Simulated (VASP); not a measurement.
Set up this calculation in VASP 6.6.1, as the native input.

```
Task                   : single point
Functional             : LDA
Potentials or basis    : VASP PAW LDA potentials, release 64 (Rh_pv)
Cutoff                 : 520 eV
k mesh                 : 22 × 22 × 22
Occupations            : gaussian, width 0.15 eV
Spin                   : no spin polarisation
Dipole correction      : no
Further INCAR settings : ALGO = Normal; EDIFF = 1e-06; NBANDS = 14
```

The structure of Rh lies in POSCAR:

```
Rh
1.0
    0.0000000000      1.8770352617      1.8770352617
    1.8770352617      0.0000000000      1.8770352617
    1.8770352617      1.8770352617      0.0000000000
Rh
1
Direct
    0.0000000000      0.0000000000      0.0000000000
```

These files were run (other wordings do the same):

INCAR

```
SYSTEM = Rh
PREC = Accurate ; ENCUT = 520
EDIFF = 1E-6 ; ISMEAR = 0
SIGMA = 0.15 ; LREAL = .False.
LASPH = .True. ; NELM = 60
ALGO = Normal ; ISIF = 2
LWAVE = .False. ; LCHARG = .False.
GGA = CA ; NBANDS = 14
```

KPOINTS

```
regular mesh
0
Gamma
  22 22 22
  0 0 0
```

Potentials or basis: VASP PAW LDA potentials, release 64 (Rh_pv).

The run is started by

```bash
$ cat potpaw_LDA.64/Rh_pv/POTCAR > POTCAR
$ mpirun -np 1 vasp_std > vasp.out
```

It gave:

The pressure is 0.9 GPa and the band gap on the k mesh is zero (an odd number of electrons rules out a gap without spin polarisation).

Wall time 26 s on 1 thread of Intel(R) Xeon(R) Platinum 8559C (Emerald Rapids), on a shared host, peak memory 0.16 GiB.
